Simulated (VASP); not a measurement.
# Sb (Fm-3m) in VASP: a series of runs

The runs below take Sb through single point, with LDA.

All numbers are computed with VASP 6.6.1; they aren't measurements. Logs are shortened: lines on timing, memory, paths and dates and some standing lists are left out, and cuts for length are marked.

### Step 1. The cell of the first run

The structure is cubic, space group Fm-3m (No. 225). The conventional cell has a = 4.610 Å, b = 4.610 Å, c = 4.610 Å, α = 90.00°, β = 90.00°, γ = 90.00°. Sb (site symmetry m-3m) has 12 Sb at 3.26 Å within 4.3 Å.

This isn't the form of Sb at room conditions, which is rhombohedral.

### Step 2. Single point, LDA

The input, INCAR:

```
SYSTEM = Sb
ALGO     = Normal         ! electronic algorithm
EDIFF    = 1E-6           ! SCF threshold, eV
ENCUT    = 500            ! plane-wave cutoff, eV
GGA_COMPAT= .False.      
ISIF     = 2              ! what is computed and relaxed
ISMEAR   = -1             ! smearing method
LASPH    = .True.         ! aspherical terms in the spheres
LCHARG   = .True.         ! write CHGCAR
LELF     = .True.         ! ELF
LREAL    = .False.        ! projectors in reciprocal space
LVHAR    = .True.       
LWAVE    = .False.        ! write WAVECAR
NBANDS   = 8              ! bands
NELM     = 120            ! most SCF steps
PREC     = Accurate       ! precision mode
SIGMA    = 0.05           ! smearing width, eV
```

The input, KPOINTS:

```
k-points
0
Gamma
  12 12 12
  0 0 0
```

The input, POSCAR:

```
Sb
1.0
    0.0000000000      2.3050000000      2.3050000000
    2.3050000000      0.0000000000      2.3050000000
    2.3050000000      2.3050000000      0.0000000000
Sb
1
Direct
    0.0000000000      0.0000000000      0.0000000000
```

Potentials or basis: VASP PAW LDA potentials, release 64 (Sb).

On the command line:

```sh
> cat potpaw_LDA.64/Sb/POTCAR > POTCAR
> mpirun -np 1 vasp_std > vasp.out
```

OUTCAR:

```text
SYSTEM = Sb
   EDIFF = 1E-6
   ENCUT = 500
   ISIF = 2
   ISMEAR = -1
   LASPH = .True.
   LREAL = .False.
   NELM = 120
   PREC = Accurate

 ion  position               nearest neighbor table
   1  0.000  0.000  0.000-

  LATTYP: Found a face centered cubic cell.
 ALAT       =     4.6100000000

  Lattice vectors:

 A1 = (   0.0000000000,   2.3050000000,   2.3050000000)
 A2 = (   2.3050000000,   0.0000000000,   2.3050000000)
 A3 = (   2.3050000000,   2.3050000000,   0.0000000000)

Analysis of symmetry for initial positions (statically):
=====================================================================
 Subroutine PRICEL returns:
 Original cell was already a primitive cell.

 Routine SETGRP: Setting up the symmetry group for a
 face centered cubic supercell.

 Subroutine GETGRP returns: Found 48 space group operations
 (whereof 48 operations were pure point group operations)
 out of a pool of 48 trial point group operations.

The static configuration has the point symmetry O_h .

Analysis of symmetry for dynamics (positions and initial velocities):
=====================================================================
 Subroutine PRICEL returns:
 Original cell was already a primitive cell.

 Routine SETGRP: Setting up the symmetry group for a
 face centered cubic supercell.

 Subroutine GETGRP returns: Found 48 space group operations
 (whereof 48 operations were pure point group operations)
 out of a pool of 48 trial point group operations.

The dynamic configuration has the point symmetry O_h .

 Subroutine INISYM returns: Found 48 space group operations
 (whereof 48 operations are pure point group operations),
 and found     1 'primitive' translations

----------------------------------------------------------------------------------------

                                     Primitive cell

  volume of cell :      24.4930

  direct lattice vectors                    reciprocal lattice vectors
     0.000000000  2.305000000  2.305000000    -0.216919740  0.216919740  0.216919740
     2.305000000  0.000000000  2.305000000     0.216919740 -0.216919740  0.216919740
     2.305000000  2.305000000  0.000000000     0.216919740  0.216919740 -0.216919740

  length of vectors
     3.259762261  3.259762261  3.259762261     0.375716010  0.375716010  0.375716010

  position of ions in fractional coordinates (direct lattice)
     0.000000000  0.000000000  0.000000000

  ion indices of the primitive-cell ions
   primitive index   ion index
                 1           1

----------------------------------------------------------------------------------------

 KPOINTS: k-points

Automatic generation of k-mesh.
 Grid dimensions read from file:
 generate k-points for:   12   12   12

 Generating k-lattice:

  Cartesian coordinates                     Fractional coordinates (reciprocal lattice)
    -0.018076645  0.018076645  0.018076645     0.083333333  0.000000000  0.000000000
     0.018076645 -0.018076645  0.018076645     0.000000000  0.083333333  0.000000000
     0.018076645  0.018076645 -0.018076645     0.000000000  0.000000000  0.083333333

  Length of vectors
     0.031309668  0.031309668  0.031309668

  Shift w.r.t. Gamma in fractional coordinates (k-lattice)
     0.000000000  0.000000000  0.000000000

 Subroutine IBZKPT returns following result:
 ===========================================

 Found     72 irreducible k-points:

 Following reciprocal coordinates:
            Coordinates               Weight
  0.000000  0.000000  0.000000      1.000000
  0.083333  0.000000  0.000000      8.000000
  0.166667  0.000000  0.000000      8.000000
  0.250000  0.000000  0.000000      8.000000
  0.333333  0.000000  0.000000      8.000000
  0.416667  0.000000  0.000000      8.000000
[... 16 lines left out ...]
  0.500000  0.166667  0.000000     24.000000
 -0.416667  0.166667  0.000000     24.000000
 [... further k-points ...]
   k-points           NKPTS =     72   k-points in BZ     NKDIM =     72   number of bands    NBANDS=      8
   number of dos      NEDOS =    301   number of ions     NIONS =      1
   total plane-waves  NPLWV =  13824
   dimension x,y,z NGX =    24 NGY =   24 NGZ =   24
   dimension x,y,z NGXF=    48 NGYF=   48 NGZF=   48
   ions per type =               1
   NGX,Y,Z   is equivalent  to a cutoff of  12.24, 12.24, 12.24 a.u.
   NGXF,Y,Z  is equivalent  to a cutoff of  24.48, 24.48, 24.48 a.u.
 SYSTEM =  Sb
   PREC   = accura    normal or accurate (medium, high low for compatibility)
   ISTART =      0    job   : 0-new  1-cont  2-samecut
   ICHARG =      2    charge: 1-file 2-atom 10-const
   ISPIN  =      1    spin polarized calculation?
   LNONCOLLINEAR =      F non collinear calculations
   LSORBIT =      F    spin-orbit coupling
   LASPH  =      T    aspherical Exc in radial PAW
   ENCUT  =  500.0 eV  36.75 Ry    6.06 a.u.   5.94  5.94  5.94*2*pi/ulx,y,z
   NELM   =    120;   NELMIN=  2; NELMDL= -5     # of ELM steps
   EDIFF  = 0.1E-05   stopping-criterion for ELM
   LREAL  =      F    real-space projection
   EDIFFG = 0.1E-04   stopping-criterion for IOM
   NSW    =      0    number of steps for IOM
   IBRION =     -1    ionic relax: 0-MD 1-quasi-New 2-CG
   NFREE  =      0    steps in history (QN), initial steepest desc. (CG)
   ISIF   =      2    stress and relaxation
   ISYM   =      2    0-nonsym 1-usesym 2-fastsym
   POTIM  = 0.5000    time-step for ionic-motion
   TEBEG  =    0.0;   TEEND  =   0.0 temperature during run
   PSTRESS=    0.0 pullay stress
   NELECT =       5.0000    total number of electrons
   NUPDOWN=      -1.0000    fix difference up-down
   EMIN   =  10.00;   EMAX   =-10.00  energy-range for DOS
   EFERMI =   0.00;   METHOD = LEGACY
   ISMEAR =    -1;   SIGMA  =   0.05  broadening in eV -4-tet -1-fermi 0-gaus
   EFERMI_NEDOS =   21; number of points for ismear=-14 and -15
   IALGO  =     38    algorithm
   IMIX   =      4    mixing-type and parameters
     AMIX     =   0.40;   BMIX     =  1.00
     AMIX_MAG =   1.60;   BMIX_MAG =  1.00
  volume/ion in A,a.u.               =      24.49       165.29
  Fermi-wavevector in a.u.,A,eV,Ry     =   0.963941  1.821585 12.642299  0.929183
  Thomas-Fermi vector in A             =   2.093530
   LORBIT       =      0    0 simple, 1 ext, 2 COOP (PROOUT), +10 PAW based schemes
   GGA     = CA    functional components
   LHFCALC =     F    Hartree Fock is set to
   AEXX    =    0.0000 exact exchange contribution
   IVDW    =     0    specifies the selected vdW correction
   LEPSILON=     F    determine dielectric tensor
   LRPA    =     F    only Hartree local field effects (RPA)
 non-spin polarized calculation
  energy-cutoff  :      500.00
  volume of cell :       24.49
 maximum number of plane-waves:       636
   NGX = 11   NGY = 11   NGZ = 11

 number of electron       4.9999999 magnetization

 Free energy of the ion-electron system (eV)
  ---------------------------------------------------
  ext. energy  EPLUGINS =         0.00000000
  ---------------------------------------------------
  free energy    TOTEN  =        -4.51584960 eV

  energy without entropy =       -4.50923498  energy(sigma->0) =       -4.51254229

 E-fermi :   9.7622     XC(G=0): -10.7837

 val. band max:        9.6840429033   @ k =   0.5000   0.4167   0.0833
 cond. band min:       9.7782531603   @ k =   0.5000   0.2500   0.0833
 fundamental gap:      0.0942102570
 Fermi energy:         9.7622181473

 k-point     1 :       0.0000    0.0000    0.0000
  band No.  band energies     occupation
      1      -4.0078      2.00000
      2      15.6596      0.00000
      3      15.6596      0.00000
      4      15.6596      0.00000
      5      19.7641      0.00000
      6      19.7641      0.00000
      7      19.7641      0.00000
      8      20.0241      0.00000

 k-point     2 :       0.0833    0.0000    0.0000
  band No.  band energies     occupation
      1      -3.8579      2.00000
      2      14.2429      0.00000
      3      15.4446      0.00000
      4      15.4446      0.00000
      5      18.9031      0.00000
      6      20.0915      0.00000
      7      20.0915      0.00000
      8      21.8257      0.00000

 k-point     3 :       0.1667    0.0000    0.0000
  band No.  band energies     occupation
      1      -3.4096      2.00000
      2      11.6124      0.00000
      3      14.9729      0.00000
      4      14.9729      0.00000
      5      18.4907      0.00000
      6      20.6396      0.00000
      7      20.6396      0.00000
      8      22.2226      0.00000

 k-point     4 :       0.2500    0.0000    0.0000
  band No.  band energies     occupation
      1      -2.6694      2.00000
      2       8.9129      2.00000
      3      14.4798      0.00000
      4      14.4798      0.00000
      5      18.2685      0.00000
      6      20.2282      0.00000
      7      20.2282      0.00000
      8      21.6248      0.00000

 k-point     5 :       0.3333    0.0000    0.0000
  band No.  band energies     occupation
      1      -1.6609      2.00000
      2       6.4294      2.00000
      3      14.0823      0.00000
      4      14.0823      0.00000
      5      18.2191      0.00000
      6      19.5367      0.00000
      7      19.5367      0.00000
      8      20.5553      0.00000
[... 177 lines left out ...]
 k-point    22 :       0.4167    0.1667    0.0000
  band No.  band energies     occupation
      1      -0.7602      2.00000
      2       6.1274      2.00000
      3      11.5012      0.00000
      4      12.2094      0.00000
      5      16.2146      0.00000
      6      20.4137      0.00000
      7      21.5736      0.00000
      8      22.4729      0.00000

 k-point    23 :       0.5000    0.1667    0.0000
  band No.  band energies     occupation
      1       0.3704      2.00000
      2       4.3309      2.00000
      3      10.7815      0.00000
      4      12.3760      0.00000
      5      16.2491      0.00000
      6      20.9461      0.00000
      7      21.1376      0.00000
      8      23.2633      0.00000

 k-point    24 :      -0.4167    0.1667    0.0000
  band No.  band energies     occupation
      1       0.6281      2.00000
      2       3.9861      2.00000
      3      10.2823      0.00006
      4      12.8199      0.00000
      5      16.5834      0.00000
      6      20.5218      0.00000
      7      20.9330      0.00000
      8      23.8812      0.00000

 [... further k-points ...]

------------------------ aborting loop because EDIFF is reached ----------------------------------------

  FORCE on cell =-STRESS in cart. coord.  units (eV):
  Direction    XX          YY          ZZ          XY          YZ          ZX
  --------------------------------------------------------------------------------------
  -------------------------------------------------------------------------------------
  Total        0.6111358      0.6111358      0.6111358     -0.0000000     -0.0000000     -0.0000000
  in kB       39.9765726     39.9765726     39.9765726     -0.0000000     -0.0000000     -0.0000000
  external PRESSURE =      39.9765726 kB  Pullay stress =       0.0000000 kB

 VOLUME and BASIS-vectors are now :
 -----------------------------------------------------------------------------
  energy-cutoff  :      500.00
  volume of cell :       24.49
      direct lattice vectors                 reciprocal lattice vectors
     0.000000000  2.305000000  2.305000000    -0.216919740  0.216919740  0.216919740
     2.305000000  0.000000000  2.305000000     0.216919740 -0.216919740  0.216919740
     2.305000000  2.305000000  0.000000000     0.216919740  0.216919740 -0.216919740

 POSITION                                       TOTAL-FORCE (eV/Angst)
 -----------------------------------------------------------------------------------
      0.00000      0.00000      0.00000         0.000000     -0.000000      0.000000
 -----------------------------------------------------------------------------------
    total drift:                                0.000000      0.000000     -0.000000

  FREE ENERGIE OF THE ION-ELECTRON SYSTEM (eV)
  ---------------------------------------------------
  free  energy   TOTEN  =        -4.5158496026 eV

  energy  without entropy=       -4.5092349764  energy(sigma->0) =       -4.51254229
```

Wall time 7.5 s (1 thread of AMD EPYC 7R43 (Zen 3), shared host); peak memory 0.1 GiB.

What came out:

```
Free energy            : -4.5158 eV
Pressure               : 4.0 GPa
Band gap on the k mesh : zero (an odd number of electrons rules out a gap without spin polarisation)
```

Caveat: the cell stands under pressure; spin-orbit coupling is left out, which moves the levels of the heavy elements.

### Step 3. Single point, LDA (23.51 Å³/atom)

This run uses another cell than the first one, of 23.51 Å³/atom.

The input, INCAR:

```
  ALGO = Normal
  EDIFF = 1E-6
  ENCUT = 500
  GGA = CA
  GGA_COMPAT = False
  ISIF = 2
  ISMEAR = -1
  LASPH = True
  LCHARG = False
  LREAL = False
  LWAVE = False
  NBANDS = 8
  NELM = 120
  PREC = Accurate
  SIGMA = 0.05
```

The input, KPOINTS:

```
k-points
0
Gamma
  12 12 12
```

The input, POSCAR:

```
Sb
1.0
    0.0000000000      2.2738475325      2.2738475325
    2.2738475325      0.0000000000      2.2738475325
    2.2738475325      2.2738475325      0.0000000000
Sb
1
Direct
    0.0000000000      0.0000000000      0.0000000000
```

Potentials or basis: VASP PAW LDA potentials, release 64 (Sb).

On the command line:

```sh
> cat potpaw_LDA.64/Sb/POTCAR > POTCAR
> mpirun -np 1 vasp_std > vasp.out
```

Run time: 7.9 s. Hardware: 1 thread of AMD EPYC 7R43 (Zen 3), shared host; peak memory 0.1 GiB.

Results (log left out):

- Free energy: -4.4800 eV
- Pressure: 7.9 GPa
- Band gap on the k mesh: zero (an odd number of electrons rules out a gap without spin polarisation)

Levels at points of the mesh, in eV from the Fermi level:
```csv
k point,band 1,band 2,band 3,band 4,band 5
"(0.00, 0.00, 0.00)",-14.15,6.21,6.21,6.21,10.11
"(0.50, 0.00, 0.00)",-9.62,-6.77,4.18,4.18,8.94
"(0.50, 0.50, 0.00)",-7.61,-5.74,0.31,0.31,4.27
```

Caveat: the cell stands under pressure; spin-orbit coupling is left out, which moves the levels of the heavy elements.
